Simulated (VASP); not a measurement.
MgZn2O6: single point with PBE

MgZn2O6:

```
Mg Zn O
1.0
     0.00000    3.80749    3.80749
     3.80749    0.00000    3.80749
     3.80749    3.80749    0.00000
Mg Zn O
1 2 6
Direct
  0.00000 0.00000 0.00000
  0.75000 0.75000 0.75000
  0.25000 0.25000 0.25000
  0.50000 0.00000 0.00000
  0.00000 0.50000 0.00000
  0.00000 0.00000 0.50000
  0.00000 0.50000 0.50000
  0.50000 0.00000 0.50000
  0.50000 0.50000 0.00000
```

| Item | Value |
| --- | --- |
| Program | VASP 6.6.1 |
| Task | single point |
| Functional | PBE |
| Potentials or basis | VASP PAW PBE potentials, release 64 (Mg, Zn, O) |
| Cutoff | 520 eV |
| k mesh | 4 × 4 × 4 |
| Occupations | gaussian, width 0.1 eV |
| Spin | collinear spin, ferromagnetic start |
| Starting moments | [0.0, 0.0, 0.0, 1.0, 1.0, 1.0, 1.0, 1.0, 1.0] μB |

```yaml
Pressure: 5.0 GPa
Net_moment: 4.35 μB per cell
Site_moments: Mg -0.01; Zn +0.07; O +0.60 μB
Valence_electrons_inside_the_program's_atomic_spheres: Mg 0.15; Zn 11.05; O 4.87
```

Levels at points of the mesh, in eV from the Fermi level:
Spin up:
```csv
k point,band 29,band 30,band 31,band 32,band 33,band 34,band 35,band 36,band 37,band 38
"(0.00, 0.00, 0.00)",-1.29,-0.53,-0.53,-0.53,0.67,0.67,3.05,7.24,9.02,11.06
"(0.50, 0.00, 0.00)",-1.27,-0.90,-0.60,-0.60,-0.54,-0.54,5.05,7.63,9.91,10.12
"(0.50, 0.50, 0.00)",-1.63,-1.63,-1.33,-1.33,-0.57,0.66,5.71,7.74,9.35,9.35
```
Spin down:
```
           k point  band 25  band 26  band 27  band 28  band 29  band 30  band 31  band 32  band 33  band 34
(0.00, 0.00, 0.00)    -0.41    -0.41    -0.04    -0.04    -0.04     0.93     0.93     0.93     1.44     1.44
(0.50, 0.00, 0.00)    -1.07    -1.07    -0.61    -0.61    -0.15     0.45     0.45     0.62     0.62     0.62
(0.50, 0.50, 0.00)    -1.25    -0.80    -0.71    -0.71    -0.30    -0.30     0.11     0.11     0.89     1.43
```

Run time: 2.4 min on 1 thread of AMD EPYC 7R13, with other jobs on the host, peak memory 0.28 GiB.

Caveat: the cell stands under pressure.
